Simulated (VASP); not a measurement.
# Rb (P6_3/mmc) in VASP: further runs

Rb is run at these levels: revPBE; tasks: single point.

Program: VASP 6.6.1. These are calculated values, not measurements. Logs are shortened: lines on timing, memory, paths and dates and some standing lists are left out, and cuts for length are marked.

## 1. The cell of the first run

The structure is hexagonal, space group P6_3/mmc (No. 194). Conventional cell: a = 5.382 Å, b = 5.382 Å, c = 17.766 Å, α = 90.00°, β = 90.00°, γ = 120.00°.

This isn't the form of Rb at room conditions, which is bcc.

## 2. Single point, revPBE (111.42 Å³/atom)

INCAR

```
  PREC = Accurate
  ENCUT = 520
  EDIFF = 1E-6
  ISMEAR = -1
  SIGMA = 0.1
  LREAL = F
  LASPH = T
  NELM = 60
  ALGO = Normal
  ISIF = 2
  LWAVE = F
  LCHARG = T
  GGA = RE
  LELF = T
  LVHAR = T
  NBANDS = 26
```

KPOINTS

```
Automatic mesh
0
Gamma
  8 8 2
```

POSCAR

```
Rb
1.0
    5.3821465765      0.0000000000      0.0000000000
   -2.6910732882      4.6610756621      0.0000000000
    0.0000000000      0.0000000000     17.7662175094
Rb
4
Direct
    0.0000000000      1.0000000000      0.0000000000
    0.0000000000      1.0000000000      0.5000000000
    0.3333333333      0.6666666667      0.2500000000
    0.6666666667      0.3333333333      0.7500000000
```

Potentials or basis: VASP PAW PBE potentials, release 64 (Rb_sv).

Command:

```
$ cat potpaw_PBE.64/Rb_sv/POTCAR > POTCAR
$ mpirun -np 1 vasp_std > vasp.out
```

OUTCAR:

```text
PREC = Accurate
   ENCUT = 520
   EDIFF = 1E-6
   ISMEAR = -1
   LREAL = F
   LASPH = T
   NELM = 60
   ISIF = 2
   GGA = RE

 ion  position               nearest neighbor table
   1  0.000  0.000  0.000-   3 5.42   4 5.42   3 5.42   4 5.42   4 5.42   3 5.42
   2  0.000  0.000  0.500-   3 5.42   4 5.42   3 5.42   4 5.42   4 5.42   3 5.42
   3  0.333  0.667  0.250-   1 5.42   2 5.42   1 5.42   2 5.42   1 5.42   2 5.42
   4  0.667  0.333  0.750-   1 5.42   2 5.42   1 5.42   2 5.42   1 5.42   2 5.42

  LATTYP: Found a hexagonal cell.
 ALAT       =     5.3821465765
 C/A-ratio  =     3.3009538586

  Lattice vectors:

 A1 = (   5.3821465765,   0.0000000000,   0.0000000000)
 A2 = (  -2.6910732882,   4.6610756621,   0.0000000000)
 A3 = (   0.0000000000,   0.0000000000,  17.7662175094)

Analysis of symmetry for initial positions (statically):
=====================================================================
 Subroutine PRICEL returns:
 Original cell was already a primitive cell.

 Routine SETGRP: Setting up the symmetry group for a
 hexagonal supercell.

 Subroutine GETGRP returns: Found 24 space group operations
 (whereof 12 operations were pure point group operations)
 out of a pool of 24 trial point group operations.

The static configuration has the point symmetry D_3d.
 The point group associated with its full space group is D_6h.

Analysis of symmetry for dynamics (positions and initial velocities):
=====================================================================
 Subroutine PRICEL returns:
 Original cell was already a primitive cell.

 Routine SETGRP: Setting up the symmetry group for a
 hexagonal supercell.

 Subroutine GETGRP returns: Found 24 space group operations
 (whereof 12 operations were pure point group operations)
 out of a pool of 24 trial point group operations.

The dynamic configuration has the point symmetry D_3d.
 The point group associated with its full space group is D_6h.

 Subroutine INISYM returns: Found 24 space group operations
 (whereof 12 operations are pure point group operations),
 and found     1 'primitive' translations

----------------------------------------------------------------------------------------

                                     Primitive cell

  volume of cell :     445.6939

  direct lattice vectors                    reciprocal lattice vectors
     5.382146577  0.000000000  0.000000000     0.185799473  0.107271376  0.000000000
    -2.691073288  4.661075662  0.000000000     0.000000000  0.214542752  0.000000000
     0.000000000  0.000000000 17.766217509     0.000000000  0.000000000  0.056286601

  length of vectors
     5.382146577  5.382146576 17.766217509     0.214542752  0.214542752  0.056286601

  position of ions in fractional coordinates (direct lattice)
     0.000000000  0.000000000  0.000000000
     0.000000000  0.000000000  0.500000000
     0.333333333  0.666666667  0.250000000
     0.666666667  0.333333333  0.750000000

  ion indices of the primitive-cell ions
   primitive index   ion index
                 1           1
                 2           2
                 3           3
                 4           4

----------------------------------------------------------------------------------------

 KPOINTS: Automatic mesh

Automatic generation of k-mesh.
 Grid dimensions read from file:
 generate k-points for:    8    8    2

 Generating k-lattice:

  Cartesian coordinates                     Fractional coordinates (reciprocal lattice)
     0.023224934  0.013408922  0.000000000     0.125000000  0.000000000  0.000000000
     0.000000000  0.026817844  0.000000000     0.000000000  0.125000000  0.000000000
     0.000000000  0.000000000  0.028143301     0.000000000  0.000000000  0.500000000

  Length of vectors
     0.026817844  0.026817844  0.028143301

  Shift w.r.t. Gamma in fractional coordinates (k-lattice)
     0.000000000  0.000000000  0.000000000

 Subroutine IBZKPT returns following result:
 ===========================================

 Found     20 irreducible k-points:

 Following reciprocal coordinates:
            Coordinates               Weight
  0.000000  0.000000  0.000000      1.000000
  0.125000 -0.000000  0.000000      6.000000
  0.250000 -0.000000  0.000000      6.000000
  0.375000  0.000000  0.000000      6.000000
  0.500000 -0.000000  0.000000      3.000000
  0.125000  0.125000  0.000000      6.000000
[... 12 lines left out ...]
  0.250000  0.250000  0.500000      6.000000
  0.375000  0.250000  0.500000      6.000000
   k-points           NKPTS =     20   k-points in BZ     NKDIM =     20   number of bands    NBANDS=     26
   number of dos      NEDOS =    301   number of ions     NIONS =      4
   total plane-waves  NPLWV = 224000
   dimension x,y,z NGX =    40 NGY =   40 NGZ =  140
   dimension x,y,z NGXF=    80 NGYF=   80 NGZF=  280
   ions per type =               4
   NGX,Y,Z   is equivalent  to a cutoff of  12.36, 12.36, 13.10 a.u.
   NGXF,Y,Z  is equivalent  to a cutoff of  24.71, 24.71, 26.20 a.u.
 SYSTEM =  unknown system
   PREC   = accura    normal or accurate (medium, high low for compatibility)
   ISTART =      0    job   : 0-new  1-cont  2-samecut
   ICHARG =      2    charge: 1-file 2-atom 10-const
   ISPIN  =      1    spin polarized calculation?
   LNONCOLLINEAR =      F non collinear calculations
   LSORBIT =      F    spin-orbit coupling
   LASPH  =      T    aspherical Exc in radial PAW
   ENCUT  =  520.0 eV  38.22 Ry    6.18 a.u.  10.01 10.01 33.03*2*pi/ulx,y,z
   NELM   =     60;   NELMIN=  2; NELMDL= -5     # of ELM steps
   EDIFF  = 0.1E-05   stopping-criterion for ELM
   LREAL  =      F    real-space projection
   EDIFFG = 0.1E-04   stopping-criterion for IOM
   NSW    =      0    number of steps for IOM
   IBRION =     -1    ionic relax: 0-MD 1-quasi-New 2-CG
   NFREE  =      0    steps in history (QN), initial steepest desc. (CG)
   ISIF   =      2    stress and relaxation
   ISYM   =      2    0-nonsym 1-usesym 2-fastsym
   POTIM  = 0.5000    time-step for ionic-motion
   TEBEG  =    0.0;   TEEND  =   0.0 temperature during run
   PSTRESS=    0.0 pullay stress
   NELECT =      36.0000    total number of electrons
   NUPDOWN=      -1.0000    fix difference up-down
   EMIN   =  10.00;   EMAX   =-10.00  energy-range for DOS
   EFERMI =   0.00;   METHOD = LEGACY
   ISMEAR =    -1;   SIGMA  =   0.10  broadening in eV -4-tet -1-fermi 0-gaus
   EFERMI_NEDOS =   21; number of points for ismear=-14 and -15
   IALGO  =     38    algorithm
   IMIX   =      4    mixing-type and parameters
     AMIX     =   0.40;   BMIX     =  1.00
     AMIX_MAG =   1.60;   BMIX_MAG =  1.00
  volume/ion in A,a.u.               =     111.42       751.92
  Fermi-wavevector in a.u.,A,eV,Ry     =   0.707669  1.337300  6.813733  0.500795
  Thomas-Fermi vector in A             =   1.793779
   LORBIT       =      0    0 simple, 1 ext, 2 COOP (PROOUT), +10 PAW based schemes
   GGA     = RE    functional components
   LHFCALC =     F    Hartree Fock is set to
   AEXX    =    0.0000 exact exchange contribution
   IVDW    =     0    specifies the selected vdW correction
   LEPSILON=     F    determine dielectric tensor
   LRPA    =     F    only Hartree local field effects (RPA)
 non-spin polarized calculation
  energy-cutoff  :      520.00
  volume of cell :      445.69
 maximum number of plane-waves:     12040
   NGX = 21   NGY = 21   NGZ = 67

 number of electron      36.0000000 magnetization

 Free energy of the ion-electron system (eV)
  ---------------------------------------------------
  ext. energy  EPLUGINS =         0.00000000
  ---------------------------------------------------
  free energy    TOTEN  =        -3.36913450 eV

  energy without entropy =       -3.24203508  energy(sigma->0) =       -3.30558479

 E-fermi :  -0.3043     XC(G=0):  -4.8969

 val. band max:       -0.3321495171   @ k =   0.3750   0.1250   0.5000
 cond. band min:      -0.1953712983   @ k =   0.5000  -0.0000   0.0000
 fundamental gap:      0.1367782188
 Fermi energy:        -0.3042804659

 k-point     1 :       0.0000    0.0000    0.0000
  band No.  band energies     occupation
      1     -29.3609      2.00000
      2     -29.3605      2.00000
      3     -29.3598      2.00000
      4     -29.3594      2.00000
      5     -13.4657      2.00000
      6     -13.4454      2.00000
[... 18 lines left out ...]
     25       3.0020      0.00000
     26       3.0849      0.00000

 k-point     2 :       0.1250   -0.0000    0.0000
  band No.  band energies     occupation
      1     -29.3607      2.00000
      2     -29.3604      2.00000
      3     -29.3597      2.00000
      4     -29.3594      2.00000
      5     -13.4637      2.00000
      6     -13.4460      2.00000
[... 18 lines left out ...]
     25       2.6734      0.00000
     26       2.6737      0.00000

 k-point     3 :       0.2500   -0.0000    0.0000
  band No.  band energies     occupation
      1     -29.3603      2.00000
      2     -29.3600      2.00000
      3     -29.3594      2.00000
      4     -29.3591      2.00000
      5     -13.4584      2.00000
      6     -13.4514      2.00000
[... 18 lines left out ...]
     25       2.0573      0.00000
     26       2.0805      0.00000

 k-point     4 :       0.3750    0.0000    0.0000
  band No.  band energies     occupation
      1     -29.3598      2.00000
      2     -29.3597      2.00000
      3     -29.3590      2.00000
      4     -29.3589      2.00000
      5     -13.4623      2.00000
      6     -13.4617      2.00000
[... 18 lines left out ...]
     25       1.8264      0.00000
     26       1.8347      0.00000
[... 380 lines left out ...]
      1     -29.3596      2.00000
      2     -29.3596      2.00000
      3     -29.3589      2.00000
      4     -29.3589      2.00000
      5     -13.4626      2.00000
      6     -13.4626      2.00000
[... 18 lines left out ...]
     25       1.5790      0.00000
     26       1.5790      0.00000

 k-point    19 :       0.2500    0.2500    0.5000
  band No.  band energies     occupation
      1     -29.3596      2.00000
      2     -29.3596      2.00000
      3     -29.3589      2.00000
      4     -29.3589      2.00000
      5     -13.4581      2.00000
      6     -13.4581      2.00000
[... 18 lines left out ...]
     25       1.6714      0.00000
     26       1.6714      0.00000

 k-point    20 :       0.3750    0.2500    0.5000
  band No.  band energies     occupation
      1     -29.3595      2.00000
      2     -29.3595      2.00000
      3     -29.3588      2.00000
      4     -29.3588      2.00000
      5     -13.4595      2.00000
      6     -13.4595      2.00000
[... 18 lines left out ...]
     25       1.1905      0.00000
     26       1.1905      0.00000

------------------------ aborting loop because EDIFF is reached ----------------------------------------

  FORCE on cell =-STRESS in cart. coord.  units (eV):
  Direction    XX          YY          ZZ          XY          YZ          ZX
  --------------------------------------------------------------------------------------
  -------------------------------------------------------------------------------------
  Total       -0.5413325     -0.5413325     -0.6542881     -0.0000000     -0.0000000      0.0000000
  in kB       -1.9459785     -1.9459785     -2.3520307     -0.0000000     -0.0000000      0.0000000
  external PRESSURE =      -2.0813292 kB  Pullay stress =       0.0000000 kB

 VOLUME and BASIS-vectors are now :
 -----------------------------------------------------------------------------
  energy-cutoff  :      520.00
  volume of cell :      445.69
      direct lattice vectors                 reciprocal lattice vectors
     5.382146577  0.000000000  0.000000000     0.185799473  0.107271376  0.000000000
    -2.691073288  4.661075662  0.000000000     0.000000000  0.214542752  0.000000000
     0.000000000  0.000000000 17.766217509     0.000000000  0.000000000  0.056286601

 POSITION                                       TOTAL-FORCE (eV/Angst)
 -----------------------------------------------------------------------------------
      0.00000      0.00000      0.00000         0.000000      0.000000      0.000000
      0.00000      0.00000      8.88311         0.000000      0.000000      0.000000
     -0.00000      3.10738      4.44155         0.000000     -0.000000     -0.000000
      2.69107      1.55369     13.32466        -0.000000      0.000000      0.000000
 -----------------------------------------------------------------------------------
    total drift:                                0.000000     -0.000000      0.000000

  FREE ENERGIE OF THE ION-ELECTRON SYSTEM (eV)
  ---------------------------------------------------
  free  energy   TOTEN  =        -3.3691344981 eV

  energy  without entropy=       -3.2420350825  energy(sigma->0) =       -3.30558479
```

It took 5.7 min on 1 thread of Intel Xeon 8259CL, shared host; peak memory 0.58 GiB.

What came out:

```yaml
Free_energy: -3.3691 eV
Pressure: -0.2 GPa
Band_gap_on_the_k_mesh: zero (bands 18 and 19 overlap by 1.70 eV)
```

Levels at points of the mesh, in eV from the Fermi level:
```
           k point  band 14  band 15  band 16  band 17  band 18  band 19  band 20  band 21  band 22  band 23
(0.00, 0.00, 0.00)   -13.12   -13.12   -13.12    -1.69    -1.14    -1.14     0.16     0.52     2.16     2.17
(0.50, 0.00, 0.00)   -13.13   -13.13   -13.13     0.11     0.22     0.46     0.51     0.75     0.75     1.45
(0.00, 0.00, 0.50)   -13.12   -13.12   -13.12    -1.55    -1.55    -0.50    -0.50     1.27     1.27     2.98
(0.50, 0.00, 0.50)   -13.13   -13.13   -13.13     0.19     0.19     0.37     0.37     1.00     1.00     1.24
```

Caveat: the PAW data sets were made with another functional, which shifts forces and pressure a little.

## 3. Single point, revPBE

This run uses another cell than the first one, of 99.49 Å³/atom.

INCAR

```
PREC     = Accurate       # precision mode
ENCUT    = 520            # plane-wave cutoff, eV
EDIFF    = 1E-6           # SCF threshold, eV
ISMEAR   = -1             # smearing method
SIGMA    = 0.1            # smearing width, eV
LREAL    = False          # projectors in reciprocal space
LASPH    = True           # aspherical terms in the spheres
NELM     = 100            # most SCF steps
ALGO     = Normal         # electronic algorithm
ISIF     = 2              # what is computed and relaxed
LWAVE    = False          # write WAVECAR
LCHARG   = False          # write CHGCAR
GGA      = RE             # functional
NBANDS   = 26             # bands
```

KPOINTS

```
regular mesh
0
Gamma
  9 9 3
```

POSCAR

```
Rb
1.0
    5.1826217526      0.0000000000      0.0000000000
   -2.5913108763      4.4882820959      0.0000000000
    0.0000000000      0.0000000000     17.1075952720
Rb
4
Direct
    0.0000000000      1.0000000000      0.0000000000
    0.0000000000      1.0000000000      0.5000000000
    0.3333333333      0.6666666667      0.2500000000
    0.6666666667      0.3333333333      0.7500000000
```

Potentials or basis: VASP PAW PBE potentials, release 64 (Rb_sv).

Command:

```
$ cat potpaw_PBE.64/Rb_sv/POTCAR > POTCAR
$ mpirun -np 1 vasp_std > vasp.out
```

OUTCAR:

```text
PREC = Accurate
   ENCUT = 520
   EDIFF = 1E-6
   ISMEAR = -1
   LREAL = False
   LASPH = True
   NELM = 100
   ISIF = 2
   GGA = RE

 ion  position               nearest neighbor table
   1  0.000  0.000  0.000-   3 5.22   4 5.22   3 5.22   4 5.22   4 5.22   3 5.22
   2  0.000  0.000  0.500-   3 5.22   4 5.22   3 5.22   4 5.22   4 5.22   3 5.22
   3  0.333  0.667  0.250-   1 5.22   2 5.22   1 5.22   2 5.22   1 5.22   2 5.22
   4  0.667  0.333  0.750-   1 5.22   2 5.22   1 5.22   2 5.22   1 5.22   2 5.22

  LATTYP: Found a hexagonal cell.
[... 895 lines left out ...]
  --------------------------------------------------------------------------------------
  -------------------------------------------------------------------------------------
  Total        0.0372896      0.0372896     -0.0021876      0.0000000     -0.0000000      0.0000000
  in kB        0.1501341      0.1501341     -0.0088078      0.0000000     -0.0000000      0.0000000
  external PRESSURE =       0.0971535 kB  Pullay stress =       0.0000000 kB

 VOLUME and BASIS-vectors are now :
 -----------------------------------------------------------------------------
  energy-cutoff  :      520.00
  volume of cell :      397.94
      direct lattice vectors                 reciprocal lattice vectors
     5.182621753  0.000000000  0.000000000     0.192952534  0.111401197  0.000000000
    -2.591310876  4.488282096  0.000000000     0.000000000  0.222802395  0.000000000
     0.000000000  0.000000000 17.107595272     0.000000000  0.000000000  0.058453569

 POSITION                                       TOTAL-FORCE (eV/Angst)
 -----------------------------------------------------------------------------------
      0.00000      0.00000      0.00000         0.000000      0.000000      0.000000
      0.00000      0.00000      8.55380         0.000000      0.000000      0.000000
     -0.00000      2.99219      4.27690        -0.000000      0.000000      0.000000
      2.59131      1.49609     12.83070         0.000000     -0.000000     -0.000000
 -----------------------------------------------------------------------------------
    total drift:                                0.000000     -0.000000      0.000000

  FREE ENERGIE OF THE ION-ELECTRON SYSTEM (eV)
  ---------------------------------------------------
  free  energy   TOTEN  =        -3.4001014387 eV

  energy  without entropy=       -3.2767262135  energy(sigma->0) =       -3.33841383
```

It took 6.1 min on 1 thread of Intel Xeon 8259CL, shared host; peak memory 0.56 GiB.

What came out:

```yaml
Free_energy: -3.4001 eV
Pressure: 0.0 GPa
Band_gap_on_the_k_mesh: zero (bands 18 and 19 overlap by 2.01 eV)
```

Levels at points of the mesh, in eV from the Fermi level:
```
           k point  band 15  band 16  band 17  band 18  band 19  band 20  band 21  band 22
(0.00, 0.00, 0.00)   -13.06   -13.06    -1.85    -1.24    -1.24     0.14     0.55     2.22
```

Caveat: the PAW data sets were made with another functional, which shifts forces and pressure a little.

The gap in the log of VASP goes by the Fermi energy; the results here count the filled bands.